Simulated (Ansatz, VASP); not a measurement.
MgF2 in VASP and in Ansatz

INCAR

```
PREC = Accurate
ENCUT = 600
EDIFF = 1E-6
ISMEAR = -1
SIGMA = 0.1
LREAL = False
LASPH = True
NELM = 120
ALGO = Normal
ISIF = 2
LWAVE = False
LCHARG = False
NBANDS = 25
GGA_COMPAT = False
```

The input KPOINTS:

```
regular mesh
0
Gamma
  7 7 10
```

The input POSCAR:

```
MgF2
1.0
    4.3547013383      0.0000000000      0.0000000000
    0.0000000000      4.3547013383      0.0000000000
    0.0000000000      0.0000000000      2.9014611605
Mg F
2 4
Direct
    0.0000000000      0.0000000000      0.0000000000
    0.5000000000      0.5000000000      0.5000000000
    0.3015138229      0.3015138229      0.0000000000
    0.6984861771      0.6984861771      0.0000000000
    0.8015138229      0.1984861771      0.5000000000
    0.1984861771      0.8015138229      0.5000000000
```

Input for Ansatz:

```yaml
crystal:
  lattice:
    - [4.3547013383, 0.0, 0.0]
    - [0.0, 4.3547013383, 0.0]
    - [0.0, 0.0, 2.9014611605]
  atoms:
    - { symbol: Mg, position: [0.0, 0.0, 0.0] }
    - { symbol: Mg, position: [0.5, 0.5, 0.5] }
    - { symbol: F, position: [0.3015138229, 0.3015138229, 0.0] }
    - { symbol: F, position: [0.6984861771, 0.6984861771, 0.0] }
    - { symbol: F, position: [0.8015138229, 0.1984861771, 0.5] }
    - { symbol: F, position: [0.1984861771, 0.8015138229, 0.5] }
kpoints:
  mp_grid: { grid: [7, 7, 10] }
scf:
  occupations: { method: fermi_dirac, width: 0.1 }
hamiltonian:
  xc: lda
  pseudopotentials: { kind: all_electron, lapw: { basis_error: 0.001 } }
output:
  forces: true
  stress: true
  eigenvalues: true
  populations: true
```

Change from the starting cell: volume scaled by 0.88, LAPW.

Alike in both runs: task single point; functional LDA; k mesh 7 × 7 × 10; occupations fermi-dirac, width 0.1 eV; no spin polarisation.

|  | VASP | Ansatz |
| --- | --- | --- |
| version | VASP 6.6.1 | Ansatz 0.2.0 |
| potentials or method | VASP PAW LDA potentials, release 64 (Mg, F), cutoff 600 eV | all-electron LAPW, scalar-relativistic |

Ansatz gave:

| Property | Result |
| --- | --- |
| gap on the k mesh at the Fermi level (eV) | 8.02 |
| pressure (GPa) | 19.2 |
| traceless stress, the component that is largest in VASP (GPa) | 0.08 |

Q: What did VASP give for the same quantities?

A: gap on the k mesh at the Fermi level (eV): 8.01; pressure (GPa): 17.0; traceless stress, the component that is largest in VASP (GPa): 0.19.

LDA's correlation is that of Perdew and Zunger in VASP and of Perdew and Wang (1992) in Ansatz. Ansatz ran all-electron here, and VASP with PAW potentials.
